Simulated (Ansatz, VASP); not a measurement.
**BiOs: VASP beside Ansatz**

POSCAR

```
BiOs
1.0
    0.0000000000      2.8076395744      2.8076395744
    2.8076395744      0.0000000000      2.8076395744
    2.8076395744      2.8076395744      0.0000000000
Os Bi
1 1
Direct
    0.5000000000      0.5000000000      0.5000000000
    0.0000000000      0.0000000000      0.0000000000
```

File INCAR.step1:

```
SYSTEM = BiOs
PREC = Accurate
ENCUT = 520
ISMEAR = 0
SIGMA = 0.05
LREAL = .FALSE.
LASPH = .TRUE.
NELM = 60
NBANDS = 18
GGA = PE
ALGO = Normal
EDIFF = 1E-4
LWAVE = .TRUE.
LCHARG = .FALSE.
```

INCAR.step2

```
SYSTEM = BiOs
PREC = Accurate
ENCUT = 520
EDIFF = 1E-6
ISMEAR = 0
SIGMA = 0.05
LREAL = .FALSE.
LASPH = .TRUE.
NELM = 60
ALGO = Normal
ISIF = 2
LWAVE = .FALSE.
LCHARG = .FALSE.
METAGGA = R2SCAN
LMIXTAU = .TRUE.
NBANDS = 18
ISTART = 1
```

Contents of KPOINTS:

```
Automatic mesh
0
G
  10 10 10
  0 0 0
```

Input for Ansatz:

```yaml
crystal:
  lattice:
    - [0.0, 2.8076395744, 2.8076395744]
    - [2.8076395744, 0.0, 2.8076395744]
    - [2.8076395744, 2.8076395744, 0.0]
  atoms:
    - { symbol: Os, position: [0.5, 0.5, 0.5] }
    - { symbol: Bi, position: [0.0, 0.0, 0.0] }
basis:
  ecutwfc: 500
  ecutrho_ratio: 4
kpoints:
  mp_grid: { grid: [10, 10, 10] }
hamiltonian:
  xc: r2scan
scf:
  occupations: { method: gaussian, width: 0.05 }
output:
  forces: true
  stress: true
  eigenvalues: true
  write_density: true
  write_potential: true
  elf: true
  volumetric_format: npy
```

Alike in both runs: task single point; functional r2SCAN; k mesh 10 × 10 × 10; occupations gaussian, width 0.05 eV; no spin polarisation.

|  | VASP | Ansatz |
| --- | --- | --- |
| version | VASP 6.6.1 | Ansatz 0.2.0 |
| potentials or method | VASP PAW PBE potentials, release 64 (Os, Bi_d), cutoff 520 eV | scalar-relativistic, plane waves, PAW |
| valence electrons in the cell | 23 | 31 |

```csv
,VASP,Ansatz,Ansatz less VASP
gap on the k mesh at the Fermi level (eV),none,none,-
pressure (GPa),-4.5,-4.9,-0.43
```

VASP's potentials were made for PBE, not for r2SCAN. A gap of «none» marks a metal or a gap that the smearing closes. VASP's potentials hold 23 valence electrons a cell and Ansatz's 31, so a difference there can come from the potentials and not from the codes.

Neither program's run includes spin-orbit coupling.
